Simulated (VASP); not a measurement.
AgCl: single point with PBE

AgCl:

```xyz
2
Lattice="0.0000 2.9675 2.9675 2.9675 0.0000 2.9675 2.9675 2.9675 0.0000" Properties=species:S:1:pos:R:3 pbc="T T T"
Ag    0.0000    0.0000    0.0000
Cl    1.4838    1.4838    1.4838
```

This cell differs from its parent crystal: volume changed by -6%.

| Property | Result |
| --- | --- |
| Program | VASP 6.6.1 |
| Task | single point |
| Functional | PBE |
| Potentials or basis | VASP PAW PBE potentials, release 64 (Ag, Cl) |
| Cutoff | 520 eV |
| k mesh | 6 × 6 × 6 |
| Occupations | gaussian, width 0.01 eV |
| Spin | no spin polarisation |
| Dipole correction | no |
| Further INCAR settings | ALGO = Normal; EDIFF = 1e-07; NBANDS = 16 |

```json
{
 "Pressure": "2.1 GPa",
 "Band gap on the k mesh": "1.22 eV, direct"
}
```

Levels at points of the mesh, in eV from the valence-band top:
```csv
k point,band 5,band 6,band 7,band 8,band 9,band 10,band 11,band 12,band 13,band 14
"(0.00, 0.00, 0.00)",-2.22,-2.22,0.00,0.00,0.00,1.22,8.07,8.07,8.07,12.66
"(0.50, 0.00, 0.00)",-2.15,-2.15,-2.05,-0.60,-0.60,3.75,6.73,8.43,8.43,11.99
"(0.50, 0.50, 0.00)",-2.16,-2.06,-1.80,-1.42,-1.42,4.76,5.49,8.71,10.78,10.78
```

It took 8.3 s on 1 thread of AMD EPYC 9R45 96-Core Processor (Zen 5), with other jobs on the host, peak memory 0.14 GiB.
